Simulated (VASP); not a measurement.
Write the native input for VASP 6.6.1 that does the following.

| Quantity | Value |
| --- | --- |
| Task | single point |
| Functional | r2SCAN |
| Potentials or basis | VASP PAW PBE potentials, release 64 (Rh_pv) |
| Cutoff | 520 eV |
| k mesh | 18 × 18 × 6 |
| Occupations | gaussian, width 0.1 eV |
| Spin | no spin polarisation |
| Dipole correction | no |
| Further INCAR settings | ALGO = Normal; EDIFF = 1e-06; NBANDS = 38 |

Rh:

```
Rh
1.0
     2.71547    0.00000    0.00000
    -1.35774    2.35167    0.00000
     0.00000    0.00000    8.86431
Rh
4
Direct
  0.00000 0.00000 0.00000
  0.33333 0.66667 0.25000
  0.00000 0.00000 0.50000
  0.66667 0.33333 0.75000
```

This isn't the form of Rh at room conditions, which is fcc.

One way to write it, as run:

POSCAR

```
Rh
1.0
    2.7154720524      0.0000000000      0.0000000000
   -1.3577360262      2.3516677807      0.0000000000
    0.0000000000      0.0000000000      8.8643107724
Rh
4
Direct
    0.0000000000      0.0000000000      0.0000000000
    0.3333333333      0.6666666667      0.2500000000
    0.0000000000      0.0000000000      0.5000000000
    0.6666666667      0.3333333333      0.7500000000
```

INCAR.step1

```
  PREC = Accurate
  ENCUT = 520
  ISMEAR = 0
  SIGMA = 0.1
  LREAL = F
  LASPH = T
  NELM = 100
  NBANDS = 38
  GGA = PE
  ALGO = Normal
  EDIFF = 1E-4
  LWAVE = T
  LCHARG = F
```

INCAR.step2

```
  PREC = Accurate
  ENCUT = 520
  EDIFF = 1E-6
  ISMEAR = 0
  SIGMA = 0.1
  LREAL = F
  LASPH = T
  NELM = 100
  ALGO = Normal
  ISIF = 2
  LWAVE = F
  LCHARG = F
  METAGGA = R2SCAN
  LMIXTAU = T
  NBANDS = 38
  ISTART = 1
```

KPOINTS

```
Automatic mesh
0
Gamma
  18 18 6
```

Potentials or basis: VASP PAW PBE potentials, release 64 (Rh_pv).

The run is started by

```console
$ cat potpaw_PBE.64/Rh_pv/POTCAR > POTCAR
$ cp INCAR.step1 INCAR
$ mpirun -np 1 vasp_std > vasp.out
$ cp INCAR.step2 INCAR
$ mpirun -np 1 vasp_std > vasp.out
```

Results of the run:

```json
{
 "Pressure": "-6.6 GPa",
 "Band gap on the k mesh": "zero (bands 30 and 31 overlap by 1.99 eV)"
}
```

Caveat: the cell stands under tension; the PAW data sets were made with another functional, which shifts forces and pressure a little.

It took 14 min on 1 thread of Oxide Virtual Turin-like Processor, on a shared host, peak memory 0.3 GiB.
